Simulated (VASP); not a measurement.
# RbCl (Fm-3m) in VASP: a series of runs, part 2 of 2

VASP 6.6.1. Earlier steps stand in the parts before.

## (5) Single point, r2SCAN

This run uses another cell than the first one, of 36.73 Å³/atom, 1.015 times its volume.

POSCAR reads:

```
RbCl
1.0
    0.0000000000      3.3241694162      3.3241694162
    3.3241694162      0.0000000000      3.3241694162
    3.3241694162      3.3241694162      0.0000000000
Rb Cl
1 1
Direct
    0.0000000000      0.0000000000      0.0000000000
    0.5000000000      0.5000000000      0.5000000000
```

INCAR.step1 reads:

```
PREC     = Accurate       # precision mode
ENCUT    = 520            # plane-wave cutoff, eV
ISMEAR   = -1             # smearing method
SIGMA    = 0.02           # smearing width, eV
LREAL    = False          # projectors in reciprocal space
LASPH    = True           # aspherical terms in the spheres
NELM     = 80             # most SCF steps
NBANDS   = 15             # bands
GGA      = PE             # functional
ALGO     = Normal         # electronic algorithm
EDIFF    = 1E-4           # SCF threshold, eV
LWAVE    = True           # write WAVECAR
LCHARG   = False          # write CHGCAR
```

INCAR.step2 reads:

```
PREC     = Accurate       # precision mode
ENCUT    = 520            # plane-wave cutoff, eV
EDIFF    = 1E-6           # SCF threshold, eV
ISMEAR   = -1             # smearing method
SIGMA    = 0.02           # smearing width, eV
LREAL    = False          # projectors in reciprocal space
LASPH    = True           # aspherical terms in the spheres
NELM     = 80             # most SCF steps
ALGO     = Normal         # electronic algorithm
ISIF     = 2              # what is computed and relaxed
LWAVE    = False          # write WAVECAR
LCHARG   = False          # write CHGCAR
METAGGA  = R2SCAN         # meta-GGA
LMIXTAU  = True         
NBANDS   = 15             # bands
ISTART   = 1
```

KPOINTS reads:

```
Automatic mesh
0
Gamma
  5 5 5
```

Potentials or basis: VASP PAW PBE potentials, release 64 (Rb_sv, Cl).

Command:

```
> cat potpaw_PBE.64/Rb_sv/POTCAR potpaw_PBE.64/Cl/POTCAR > POTCAR
> cp INCAR.step1 INCAR
> mpirun -np 1 vasp_std > vasp.out
> cp INCAR.step2 INCAR
> mpirun -np 1 vasp_std > vasp.out
```

OUTCAR:

```text
PREC = Accurate
   ENCUT = 520
   EDIFF = 1E-6
   ISMEAR = -1
   LREAL = False
   LASPH = True
   NELM = 80
   ISIF = 2
   METAGGA = R2SCAN
   ISTART = 1

 ion  position               nearest neighbor table
   1  0.000  0.000  0.000-   2 3.32   2 3.32   2 3.32   2 3.32   2 3.32   2 3.32
   2  0.500  0.500  0.500-   1 3.32   1 3.32   1 3.32   1 3.32   1 3.32   1 3.32

  LATTYP: Found a face centered cubic cell.
 ALAT       =     6.6483388324

  Lattice vectors:

 A1 = (   0.0000000000,   3.3241694162,   3.3241694162)
 A2 = (   3.3241694162,   0.0000000000,   3.3241694162)
 A3 = (   3.3241694162,   3.3241694162,   0.0000000000)

Analysis of symmetry for initial positions (statically):
=====================================================================
 Subroutine PRICEL returns:
 Original cell was already a primitive cell.

 Routine SETGRP: Setting up the symmetry group for a
 face centered cubic supercell.

 Subroutine GETGRP returns: Found 48 space group operations
 (whereof 48 operations were pure point group operations)
 out of a pool of 48 trial point group operations.

The static configuration has the point symmetry O_h .

Analysis of symmetry for dynamics (positions and initial velocities):
=====================================================================
 Subroutine PRICEL returns:
 Original cell was already a primitive cell.

 Routine SETGRP: Setting up the symmetry group for a
 face centered cubic supercell.

 Subroutine GETGRP returns: Found 48 space group operations
 (whereof 48 operations were pure point group operations)
 out of a pool of 48 trial point group operations.

The dynamic configuration has the point symmetry O_h .

 Subroutine INISYM returns: Found 48 space group operations
 (whereof 48 operations are pure point group operations),
 and found     1 'primitive' translations

----------------------------------------------------------------------------------------

                                     Primitive cell

  volume of cell :      73.4648

  direct lattice vectors                    reciprocal lattice vectors
     0.000000000  3.324169416  3.324169416    -0.150413513  0.150413513  0.150413513
     3.324169416  0.000000000  3.324169416     0.150413513 -0.150413513  0.150413513
     3.324169416  3.324169416  0.000000000     0.150413513  0.150413513 -0.150413513

  length of vectors
     4.701085472  4.701085472  4.701085472     0.260523847  0.260523847  0.260523847

  position of ions in fractional coordinates (direct lattice)
     0.000000000  0.000000000  0.000000000
     0.500000000  0.500000000  0.500000000

  ion indices of the primitive-cell ions
   primitive index   ion index
                 1           1
                 2           2

----------------------------------------------------------------------------------------

 KPOINTS: Automatic mesh

Automatic generation of k-mesh.
[... 25 lines left out ...]
  0.400000  0.000000  0.000000      8.000000
  0.200000  0.200000  0.000000      6.000000
  0.400000  0.200000  0.000000     24.000000
 -0.400000  0.200000  0.000000     24.000000
 -0.200000  0.200000  0.000000     12.000000
  0.400000  0.400000  0.000000      6.000000
 -0.400000  0.400000  0.000000     12.000000
 -0.400000  0.400000  0.200000     24.000000
   k-points           NKPTS =     10   k-points in BZ     NKDIM =     10   number of bands    NBANDS=     15
   number of dos      NEDOS =    301   number of ions     NIONS =      2
   total plane-waves  NPLWV =  46656
   dimension x,y,z NGX =    36 NGY =   36 NGZ =   36
   dimension x,y,z NGXF=    72 NGYF=   72 NGZF=   72
   ions per type =               1   1
   NGX,Y,Z   is equivalent  to a cutoff of  12.73, 12.73, 12.73 a.u.
   NGXF,Y,Z  is equivalent  to a cutoff of  25.46, 25.46, 25.46 a.u.
 SYSTEM =  unknown system
   PREC   = accura    normal or accurate (medium, high low for compatibility)
   ISTART =      1    job   : 0-new  1-cont  2-samecut
   ICHARG =      0    charge: 1-file 2-atom 10-const
   ISPIN  =      1    spin polarized calculation?
   LNONCOLLINEAR =      F non collinear calculations
   LSORBIT =      F    spin-orbit coupling
   LASPH  =      T    aspherical Exc in radial PAW
   ENCUT  =  520.0 eV  38.22 Ry    6.18 a.u.   8.74  8.74  8.74*2*pi/ulx,y,z
   NELM   =     80;   NELMIN=  2; NELMDL=  0     # of ELM steps
   EDIFF  = 0.1E-05   stopping-criterion for ELM
   LREAL  =      F    real-space projection
   EDIFFG = 0.1E-04   stopping-criterion for IOM
   NSW    =      0    number of steps for IOM
   IBRION =     -1    ionic relax: 0-MD 1-quasi-New 2-CG
   NFREE  =      0    steps in history (QN), initial steepest desc. (CG)
   ISIF   =      2    stress and relaxation
   ISYM   =      2    0-nonsym 1-usesym 2-fastsym
   POTIM  = 0.5000    time-step for ionic-motion
   TEBEG  =    0.0;   TEEND  =   0.0 temperature during run
   PSTRESS=    0.0 pullay stress
   NELECT =      16.0000    total number of electrons
   NUPDOWN=      -1.0000    fix difference up-down
   EMIN   =  10.00;   EMAX   =-10.00  energy-range for DOS
   EFERMI =   0.00;   METHOD = LEGACY
   ISMEAR =    -1;   SIGMA  =   0.02  broadening in eV -4-tet -1-fermi 0-gaus
   EFERMI_NEDOS =   21; number of points for ismear=-14 and -15
   IALGO  =     38    algorithm
   IMIX   =      4    mixing-type and parameters
     AMIX     =   0.40;   BMIX     =  1.00
     AMIX_MAG =   1.60;   BMIX_MAG =  1.00
  volume/ion in A,a.u.               =      36.73       247.88
  Fermi-wavevector in a.u.,A,eV,Ry     =   0.984967  1.861318 13.199828  0.970160
  Thomas-Fermi vector in A             =   2.116239
   LORBIT       =      0    0 simple, 1 ext, 2 COOP (PROOUT), +10 PAW based schemes
   METAGGA = R2SCAN    functional components
   LHFCALC =     F    Hartree Fock is set to
   AEXX    =    0.0000 exact exchange contribution
   IVDW    =     0    specifies the selected vdW correction
   LEPSILON=     F    determine dielectric tensor
   LRPA    =     F    only Hartree local field effects (RPA)
 non-spin polarized calculation
  energy-cutoff  :      520.00
  volume of cell :       73.46
 maximum number of plane-waves:      1996
   NGX = 17   NGY = 17   NGZ = 17

 number of electron      16.0000001 magnetization

 Free energy of the ion-electron system (eV)
  ---------------------------------------------------
  ext. energy  EPLUGINS =         0.00000000
  ---------------------------------------------------
  free energy    TOTEN  =       -24.38473686 eV

  energy without entropy =      -24.38473686  energy(sigma->0) =      -24.38473686

 E-fermi :  -1.9441     XC(G=0):  -7.6453

 val. band max:       -2.4069883505   @ k =   0.0000   0.0000   0.0000
 cond. band min:       3.0969395737   @ k =   0.0000   0.0000   0.0000
 fundamental gap:      5.5039279242
 Fermi energy:        -1.9440908935

 k-point     1 :       0.0000    0.0000    0.0000
  band No.  band energies     occupation
      1     -27.1186      2.00000
      2     -14.9270      2.00000
      3     -10.6217      2.00000
      4     -10.6217      2.00000
      5     -10.6217      2.00000
      6      -2.4070      2.00000
      7      -2.4070      2.00000
      8      -2.4070      2.00000
      9       3.0969      0.00000
     10       6.1888      0.00000
     11       6.1888      0.00000
     12       6.1888      0.00000
     13       7.3401      0.00000
     14       7.3401      0.00000
[... 149 lines left out ...]
      2     -14.9204      2.00000
      3     -10.7535      2.00000
      4     -10.7489      2.00000
      5     -10.6197      2.00000
      6      -2.8711      2.00000
      7      -2.6827      2.00000
      8      -2.6028      2.00000
      9       5.3241      0.00000
     10       6.0027      0.00000
     11       7.5185      0.00000
     12       8.3734      0.00000
     13       9.2501      0.00000
     14       9.4827      0.00000
     15      10.3203      0.00000

------------------------ aborting loop because EDIFF is reached ----------------------------------------

  FORCE on cell =-STRESS in cart. coord.  units (eV):
  Direction    XX          YY          ZZ          XY          YZ          ZX
  --------------------------------------------------------------------------------------
  -------------------------------------------------------------------------------------
  Total       -0.1111360     -0.1111360     -0.1111360     -0.0000000      0.0000000      0.0000000
  in kB       -2.4237390     -2.4237390     -2.4237390     -0.0000000      0.0000000      0.0000000
  external PRESSURE =      -2.4237390 kB  Pullay stress =       0.0000000 kB

 VOLUME and BASIS-vectors are now :
 -----------------------------------------------------------------------------
  energy-cutoff  :      520.00
  volume of cell :       73.46
      direct lattice vectors                 reciprocal lattice vectors
     0.000000000  3.324169416  3.324169416    -0.150413513  0.150413513  0.150413513
     3.324169416  0.000000000  3.324169416     0.150413513 -0.150413513  0.150413513
     3.324169416  3.324169416  0.000000000     0.150413513  0.150413513 -0.150413513

 POSITION                                       TOTAL-FORCE (eV/Angst)
 -----------------------------------------------------------------------------------
      0.00000      0.00000      0.00000         0.000000     -0.000000     -0.000000
      3.32417      3.32417      3.32417        -0.000000      0.000000      0.000000
 -----------------------------------------------------------------------------------
    total drift:                                0.000000      0.000000      0.000000

  FREE ENERGIE OF THE ION-ELECTRON SYSTEM (eV)
  ---------------------------------------------------
  free  energy   TOTEN  =       -24.3847368577 eV

  energy  without entropy=      -24.3847368577  energy(sigma->0) =      -24.38473686
```

Wall time 42 s (1 thread of Intel Xeon 6975P-C, shared host); peak memory 0.22 GiB.

Results:

```
Free energy            : -24.3847 eV
Pressure               : -0.2 GPa
Band gap on the k mesh : 5.50 eV, direct
```

Levels at points of the mesh, in eV from the valence-band top:
| k point | band 4 | band 5 | band 6 | band 7 | band 8 | band 9 | band 10 | band 11 | band 12 | band 13 |
| --- | --- | --- | --- | --- | --- | --- | --- | --- | --- | --- |
| (0.00, 0.00, 0.00) | -8.21 | -8.21 | 0.00 | 0.00 | 0.00 | 5.50 | 8.60 | 8.60 | 8.60 | 9.75 |

Caveat: the PAW data sets were made with another functional, which shifts forces and pressure a little.

## (6) Summary

| cell | gap on the mesh (eV) | pressure (GPa) |
| --- | --- | --- |
| a = 4.678 Å, angles 60.0°, 2 atoms | 5.55 | 0.0 |
| a = 4.654 Å, angles 60.0°, 2 atoms | 5.60 | 0.3 |
| a = 4.701 Å, angles 60.0°, 2 atoms | 5.50 | -0.2 |

Alike in all rows: task single point; level r2SCAN; potentials or basis VASP PAW PBE potentials, release 64 (Rb_sv, Cl); no spin polarisation; k mesh 5 × 5 × 5; cutoff (eV) 520; smearing fermi-dirac 0.02 eV.

Caveats: the PAW data sets were made with another functional, which shifts forces and pressure a little.

Absolute energies hang on the potentials; compare differences alone.
